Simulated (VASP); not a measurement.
# Pb (Fd-3m) in VASP: single point with PBE

Aim: the single point of Pb with PBE.

Program: VASP 6.6.1. These are calculated values, not measurements. Logs are shortened: lines on timing, memory, paths and dates and some standing lists are left out, and cuts for length are marked.

## 1. The cell of the first run

Symmetry: Fd-3m, No. 227, cubic system. The conventional cell has a = 7.067 Å, b = 7.067 Å, c = 7.067 Å, α = 90.00°, β = 90.00°, γ = 90.00°. Within 4.0 Å of Pb (site symmetry -43m) lie 4 Pb at 3.06 Å.

## 2. Single point, PBE

The input, INCAR:

```
SYSTEM = Pb
PREC     = Accurate       ! precision mode
ENCUT    = 520            ! plane-wave cutoff, eV
EDIFF    = 1E-6           ! SCF threshold, eV
ISMEAR   = -1             ! smearing method
SIGMA    = 0.13605693000000002 ! smearing width, eV
LREAL    = .False.        ! projectors in reciprocal space
LASPH    = .True.         ! aspherical terms in the spheres
NELM     = 60             ! most SCF steps
ALGO     = Normal         ! electronic algorithm
ISIF     = 2              ! what is computed and relaxed
LWAVE    = .False.        ! write WAVECAR
LCHARG   = .False.        ! write CHGCAR
GGA      = PE             ! functional
NBANDS   = 21             ! bands
```

The input, KPOINTS:

```
Automatic mesh
0
Gamma
  8 8 8
  0 0 0
```

The input, POSCAR:

```
Pb
1.0
    0.0000000000      3.5335548297      3.5335548297
    3.5335548297      0.0000000000      3.5335548297
    3.5335548297      3.5335548297      0.0000000000
Pb
2
Direct
    0.0000000000      0.0000000000      0.0000000000
    0.2500000000      0.2500000000      0.2500000000
```

Potentials or basis: VASP PAW PBE potentials, release 64 (Pb_d).

Command:

```bash
$ cat potpaw_PBE.64/Pb_d/POTCAR > POTCAR
$ mpirun -np 1 vasp_std > vasp.out
```

OUTCAR:

```text
SYSTEM = Pb
   PREC = Accurate
   ENCUT = 520
   EDIFF = 1E-6
   ISMEAR = -1
   LREAL = .False.
   LASPH = .True.
   NELM = 60
   ISIF = 2
   GGA = PE

 ion  position               nearest neighbor table
   1  0.000  0.000  0.000-   2 3.06   2 3.06   2 3.06   2 3.06
   2  0.250  0.250  0.250-   1 3.06   1 3.06   1 3.06   1 3.06

  LATTYP: Found a face centered cubic cell.
 ALAT       =     7.0671096594

  Lattice vectors:

 A1 = (   0.0000000000,   3.5335548297,   3.5335548297)
 A2 = (   3.5335548297,   0.0000000000,   3.5335548297)
 A3 = (   3.5335548297,   3.5335548297,   0.0000000000)

Analysis of symmetry for initial positions (statically):
=====================================================================
 Subroutine PRICEL returns:
 Original cell was already a primitive cell.

 Routine SETGRP: Setting up the symmetry group for a
 face centered cubic supercell.

 Subroutine GETGRP returns: Found 48 space group operations
 (whereof 24 operations were pure point group operations)
 out of a pool of 48 trial point group operations.

The static configuration has the point symmetry T_d .
 The point group associated with its full space group is O_h .

Analysis of symmetry for dynamics (positions and initial velocities):
=====================================================================
 Subroutine PRICEL returns:
 Original cell was already a primitive cell.

 Routine SETGRP: Setting up the symmetry group for a
 face centered cubic supercell.

 Subroutine GETGRP returns: Found 48 space group operations
 (whereof 24 operations were pure point group operations)
 out of a pool of 48 trial point group operations.

The dynamic configuration has the point symmetry T_d .
 The point group associated with its full space group is O_h .

 Subroutine INISYM returns: Found 48 space group operations
 (whereof 24 operations are pure point group operations),
 and found     1 'primitive' translations

----------------------------------------------------------------------------------------

                                     Primitive cell

  volume of cell :      88.2400

  direct lattice vectors                    reciprocal lattice vectors
     0.000000000  3.533554830  3.533554830    -0.141500564  0.141500564  0.141500564
     3.533554830  0.000000000  3.533554830     0.141500564 -0.141500564  0.141500564
     3.533554830  3.533554830  0.000000000     0.141500564  0.141500564 -0.141500564

  length of vectors
     4.997201164  4.997201164  4.997201164     0.245086165  0.245086165  0.245086165

  position of ions in fractional coordinates (direct lattice)
     0.000000000  0.000000000  0.000000000
     0.250000000  0.250000000  0.250000000

  ion indices of the primitive-cell ions
   primitive index   ion index
                 1           1
                 2           2

----------------------------------------------------------------------------------------

 KPOINTS: Automatic mesh

Automatic generation of k-mesh.
 Grid dimensions read from file:
 generate k-points for:    8    8    8

 Generating k-lattice:

  Cartesian coordinates                     Fractional coordinates (reciprocal lattice)
    -0.017687570  0.017687570  0.017687570     0.125000000  0.000000000  0.000000000
     0.017687570 -0.017687570  0.017687570     0.000000000  0.125000000  0.000000000
     0.017687570  0.017687570 -0.017687570     0.000000000  0.000000000  0.125000000

  Length of vectors
     0.030635771  0.030635771  0.030635771

  Shift w.r.t. Gamma in fractional coordinates (k-lattice)
     0.000000000  0.000000000  0.000000000

 Subroutine IBZKPT returns following result:
 ===========================================

 Found     29 irreducible k-points:

 Following reciprocal coordinates:
            Coordinates               Weight
  0.000000  0.000000  0.000000      1.000000
  0.125000  0.000000  0.000000      8.000000
  0.250000  0.000000  0.000000      8.000000
  0.375000  0.000000  0.000000      8.000000
  0.500000  0.000000  0.000000      4.000000
  0.125000  0.125000  0.000000      6.000000
[... 16 lines left out ...]
  0.500000  0.250000  0.125000     48.000000
 -0.375000  0.250000  0.125000     24.000000
 [... further k-points ...]
   k-points           NKPTS =     29   k-points in BZ     NKDIM =     29   number of bands    NBANDS=     21
   number of dos      NEDOS =    301   number of ions     NIONS =      2
   total plane-waves  NPLWV =  64000
   dimension x,y,z NGX =    40 NGY =   40 NGZ =   40
   dimension x,y,z NGXF=    80 NGYF=   80 NGZF=   80
   ions per type =               2
   NGX,Y,Z   is equivalent  to a cutoff of  13.31, 13.31, 13.31 a.u.
   NGXF,Y,Z  is equivalent  to a cutoff of  26.61, 26.61, 26.61 a.u.
 SYSTEM =  Pb
   PREC   = accura    normal or accurate (medium, high low for compatibility)
   ISTART =      0    job   : 0-new  1-cont  2-samecut
   ICHARG =      2    charge: 1-file 2-atom 10-const
   ISPIN  =      1    spin polarized calculation?
   LNONCOLLINEAR =      F non collinear calculations
   LSORBIT =      F    spin-orbit coupling
   LASPH  =      T    aspherical Exc in radial PAW
   ENCUT  =  520.0 eV  38.22 Ry    6.18 a.u.   9.29  9.29  9.29*2*pi/ulx,y,z
   NELM   =     60;   NELMIN=  2; NELMDL= -5     # of ELM steps
   EDIFF  = 0.1E-05   stopping-criterion for ELM
   LREAL  =      F    real-space projection
   EDIFFG = 0.1E-04   stopping-criterion for IOM
   NSW    =      0    number of steps for IOM
   IBRION =     -1    ionic relax: 0-MD 1-quasi-New 2-CG
   NFREE  =      0    steps in history (QN), initial steepest desc. (CG)
   ISIF   =      2    stress and relaxation
   ISYM   =      2    0-nonsym 1-usesym 2-fastsym
   POTIM  = 0.5000    time-step for ionic-motion
   TEBEG  =    0.0;   TEEND  =   0.0 temperature during run
   PSTRESS=    0.0 pullay stress
   NELECT =      28.0000    total number of electrons
   NUPDOWN=      -1.0000    fix difference up-down
   EMIN   =  10.00;   EMAX   =-10.00  energy-range for DOS
   EFERMI =   0.00;   METHOD = LEGACY
   ISMEAR =    -1;   SIGMA  =   0.14  broadening in eV -4-tet -1-fermi 0-gaus
   EFERMI_NEDOS =   21; number of points for ismear=-14 and -15
   IALGO  =     38    algorithm
   IMIX   =      4    mixing-type and parameters
     AMIX     =   0.40;   BMIX     =  1.00
     AMIX_MAG =   1.60;   BMIX_MAG =  1.00
  volume/ion in A,a.u.               =      44.12       297.74
  Fermi-wavevector in a.u.,A,eV,Ry     =   1.116621  2.110107 16.964312  1.246842
  Thomas-Fermi vector in A             =   2.253236
   LORBIT       =      0    0 simple, 1 ext, 2 COOP (PROOUT), +10 PAW based schemes
   GGA     = PE    functional components
   LHFCALC =     F    Hartree Fock is set to
   AEXX    =    0.0000 exact exchange contribution
   IVDW    =     0    specifies the selected vdW correction
   LEPSILON=     F    determine dielectric tensor
   LRPA    =     F    only Hartree local field effects (RPA)
 non-spin polarized calculation
  energy-cutoff  :      520.00
  volume of cell :       88.24
 maximum number of plane-waves:      2421
 NGX is ok and might be reduce to    40
   NGX = 19   NGY = 19   NGZ = 19

 number of electron      27.9999998 magnetization

 Free energy of the ion-electron system (eV)
  ---------------------------------------------------
  ext. energy  EPLUGINS =         0.00000000
  ---------------------------------------------------
  free energy    TOTEN  =        -6.62640244 eV

  energy without entropy =       -6.58503955  energy(sigma->0) =       -6.60572099

 E-fermi :   3.6268     XC(G=0):  -8.0822

 val. band max:        3.4298801657   @ k =   0.1250   0.1250   0.0000
 cond. band min:       3.7066938182   @ k =  -0.1250   0.1250   0.0000
 fundamental gap:      0.2768136525
 Fermi energy:         3.6267790965

 k-point     1 :       0.0000    0.0000    0.0000
  band No.  band energies     occupation
      1     -13.4173      2.00000
      2     -13.4173      2.00000
      3     -13.4173      2.00000
      4     -13.3534      2.00000
      5     -13.3534      2.00000
      6     -13.0042      2.00000
[... 13 lines left out ...]
     20      11.5635      0.00000
     21      11.5635      0.00000

 k-point     2 :       0.1250    0.0000    0.0000
  band No.  band energies     occupation
      1     -13.4294      2.00000
      2     -13.4294      2.00000
      3     -13.4140      2.00000
      4     -13.3361      2.00000
      5     -13.3361      2.00000
      6     -13.0289      2.00000
[... 13 lines left out ...]
     20      10.8406      0.00000
     21      10.8406      0.00000

 k-point     3 :       0.2500    0.0000    0.0000
  band No.  band energies     occupation
      1     -13.4457      2.00000
      2     -13.4457      2.00000
      3     -13.4060      2.00000
      4     -13.3087      2.00000
      5     -13.3087      2.00000
      6     -13.0538      2.00000
[... 13 lines left out ...]
     20      10.6353      0.00000
     21      10.6353      0.00000

 k-point     4 :       0.3750    0.0000    0.0000
  band No.  band energies     occupation
      1     -13.4547      2.00000
      2     -13.4547      2.00000
      3     -13.3976      2.00000
      4     -13.2908      2.00000
      5     -13.2908      2.00000
      6     -13.0677      2.00000
[... 13 lines left out ...]
     20      11.1752      0.00000
     21      11.1752      0.00000

 k-point     5 :       0.5000    0.0000    0.0000
  band No.  band energies     occupation
      1     -13.4571      2.00000
      2     -13.4571      2.00000
      3     -13.3939      2.00000
      4     -13.2855      2.00000
      5     -13.2855      2.00000
      6     -13.0714      2.00000
[... 13 lines left out ...]
     20      11.2667      0.00000
     21      11.8276      0.00000

 k-point     6 :       0.1250    0.1250    0.0000
  band No.  band energies     occupation
      1     -13.4276      2.00000
      2     -13.4267      2.00000
      3     -13.4267      2.00000
      4     -13.3395      2.00000
      5     -13.3179      2.00000
      6     -13.0656      2.00000
[... 13 lines left out ...]
     20       9.9154      0.00000
     21      11.9051      0.00000

 k-point     7 :       0.2500    0.1250    0.0000
  band No.  band energies     occupation
      1     -13.4499      2.00000
      2     -13.4400      2.00000
      3     -13.4131      2.00000
      4     -13.3173      2.00000
      5     -13.2865      2.00000
      6     -13.1007      2.00000
[... 13 lines left out ...]
     20       9.9417      0.00000
     21      11.4469      0.00000
[... 291 lines left out ...]
      1     -13.4983      2.00000
      2     -13.4743      2.00000
      3     -13.3301      2.00000
      4     -13.2372      2.00000
      5     -13.1904      2.00000
      6     -13.1718      2.00000
[... 13 lines left out ...]
     20      11.6038      0.00000
     21      13.0047      0.00000

 k-point    21 :       0.5000    0.5000    0.0000
  band No.  band energies     occupation
      1     -13.4735      2.00000
      2     -13.4735      2.00000
      3     -13.3320      2.00000
      4     -13.3320      2.00000
      5     -13.1716      2.00000
      6     -13.1716      2.00000
[... 13 lines left out ...]
     20      11.3647      0.00000
     21      13.5514      0.00000

 k-point    22 :       0.3750    0.2500    0.1250
  band No.  band energies     occupation
      1     -13.4619      2.00000
      2     -13.4598      2.00000
      3     -13.3924      2.00000
      4     -13.2961      2.00000
      5     -13.2530      2.00000
      6     -13.1376      2.00000
[... 13 lines left out ...]
     20      10.7242      0.00000
     21      11.4757      0.00000

 k-point    23 :       0.5000    0.2500    0.1250
  band No.  band energies     occupation
      1     -13.4819      2.00000
      2     -13.4693      2.00000
      3     -13.3593      2.00000
      4     -13.2716      2.00000
      5     -13.2321      2.00000
      6     -13.1541      2.00000
[... 13 lines left out ...]
     20      10.8152      0.00000
     21      11.8499      0.00000

 k-point    24 :      -0.3750    0.2500    0.1250
  band No.  band energies     occupation
      1     -13.4902      2.00000
      2     -13.4718      2.00000
      3     -13.3437      2.00000
      4     -13.2536      2.00000
      5     -13.2341      2.00000
      6     -13.1489      2.00000
[... 13 lines left out ...]
     20      11.3369      0.00000
     21      12.0034      0.00000

 [... further k-points ...]
[... 5 lines left out ...]
  --------------------------------------------------------------------------------------
  -------------------------------------------------------------------------------------
  Total       -0.0384757     -0.0384757     -0.0384757      0.0000000     -0.0000000     -0.0000000
  in kB       -0.6986046     -0.6986046     -0.6986046      0.0000000     -0.0000000     -0.0000000
  external PRESSURE =      -0.6986046 kB  Pullay stress =       0.0000000 kB

 VOLUME and BASIS-vectors are now :
 -----------------------------------------------------------------------------
  energy-cutoff  :      520.00
  volume of cell :       88.24
      direct lattice vectors                 reciprocal lattice vectors
     0.000000000  3.533554830  3.533554830    -0.141500564  0.141500564  0.141500564
     3.533554830  0.000000000  3.533554830     0.141500564 -0.141500564  0.141500564
     3.533554830  3.533554830  0.000000000     0.141500564  0.141500564 -0.141500564

 POSITION                                       TOTAL-FORCE (eV/Angst)
 -----------------------------------------------------------------------------------
      0.00000      0.00000      0.00000        -0.000000     -0.000000     -0.000000
      1.76678      1.76678      1.76678         0.000000      0.000000      0.000000
 -----------------------------------------------------------------------------------
    total drift:                               -0.000000     -0.000000      0.000000

  FREE ENERGIE OF THE ION-ELECTRON SYSTEM (eV)
  ---------------------------------------------------
  free  energy   TOTEN  =        -6.6264024373 eV

  energy  without entropy=       -6.5850395497  energy(sigma->0) =       -6.60572099
```

Wall time 2 min (1 thread of AMD EPYC 7R13, shared host); peak memory 0.22 GiB.

Results:

| Item | Value |
| --- | --- |
| Free energy | -6.6264 eV |
| Pressure | -0.1 GPa |
| Band gap on the k mesh | zero (band 14 reaches 4.00 eV, above the bottom of band 15 at 2.98 eV) |

Caveat: spin-orbit coupling is left out, which moves the levels of the heavy elements.
